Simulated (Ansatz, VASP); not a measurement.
**Two plane-wave programs on Mg8H**

INCAR

```
PREC = Accurate ; ENCUT = 600
EDIFF = 1E-6 ; ISMEAR = 0
SIGMA = 0.1 ; LREAL = F
LASPH = T ; NELM = 60
ALGO = Normal ; ISIF = 3
LWAVE = F ; LCHARG = F
GGA = PE ; IBRION = 2
NSW = 90 ; EDIFFG = -0.025
```

Contents of KPOINTS:

```
Automatic mesh
0
Gamma
  6 6 6
```

POSCAR

```
Mg8H
1.0
    6.4687343436      0.0000000000      0.0000000000
   -3.2343671718      5.6020882719      0.0000000000
    0.0000000000      0.0000000000      5.1438086139
Mg H
8 1
Direct
    0.1666666667      0.3333333333      0.2500000000
    0.1661000822      0.8330500411      0.2500000000
    0.6669499589      0.3338999178      0.2500000000
    0.6669499589      0.8330500411      0.2500000000
    0.3406917049      0.1593082951      0.7500000000
    0.3406917049      0.6813834098      0.7500000000
    0.8186165902      0.1593082951      0.7500000000
    0.8333333333      0.6666666667      0.7500000000
    0.1666666667      0.3333333333      0.7500000000
```

Input for Ansatz:

```yaml
crystal:
  lattice:
    - [6.4687343436, 0.0, 0.0]
    - [-3.2343671718, 5.6020882719, 0.0]
    - [0.0, 0.0, 5.1438086139]
  atoms:
    - { symbol: Mg, position: [0.1666666667, 0.3333333333, 0.25] }
    - { symbol: Mg, position: [0.1661000822, 0.8330500411, 0.25] }
    - { symbol: Mg, position: [0.6669499589, 0.3338999178, 0.25] }
    - { symbol: Mg, position: [0.6669499589, 0.8330500411, 0.25] }
    - { symbol: Mg, position: [0.3406917049, 0.1593082951, 0.75] }
    - { symbol: Mg, position: [0.3406917049, 0.6813834098, 0.75] }
    - { symbol: Mg, position: [0.8186165902, 0.1593082951, 0.75] }
    - { symbol: Mg, position: [0.8333333333, 0.6666666667, 0.75] }
    - { symbol: H, position: [0.1666666667, 0.3333333333, 0.75] }
basis:
  ecutwfc: 420
kpoints:
  mp_grid: { grid: [6, 6, 6] }
hamiltonian:
  xc: pbe
scf:
  occupations: { method: gaussian, width: 0.1 }
output:
  forces: true
  stress: true
  eigenvalues: true
relax:
  adjacent_minimum: "off"
  f_tol: 0.025
  max_steps: 70
  cell: { stress_tol: 0.12 }
```

Alike in both runs: task relaxation of cell and atoms; functional PBE; k mesh 6 × 6 × 6; occupations gaussian, width 0.1 eV; no spin polarisation.

|  | VASP | Ansatz |
| --- | --- | --- |
| version | VASP 6.6.1 | Ansatz 0.2.0 |
| potentials or method | VASP PAW PBE potentials, release 64 (Mg, H), cutoff 600 eV | scalar-relativistic, plane waves, PAW |
| valence electrons in the cell | 17 | 81 |

|  | VASP | Ansatz | Ansatz less VASP |
| --- | --- | --- | --- |
| gap on the k mesh at the Fermi level, each at its own relaxed structure (eV) | none | none | - |
| relaxed volume (Å³/atom) | 20.72 | 20.80 | +0.073 |
| relaxed cell length with the largest relative difference (Å) | 5.151 | 5.164 | +0.0128 |

A gap of «none» marks a metal or a gap that the smearing closes. VASP's potentials hold 17 valence electrons a cell and Ansatz's 81, so a difference there can come from the potentials and not from the codes.

Noted on VASP's run: too few bands were computed for a metal, which touches its energy and stress.
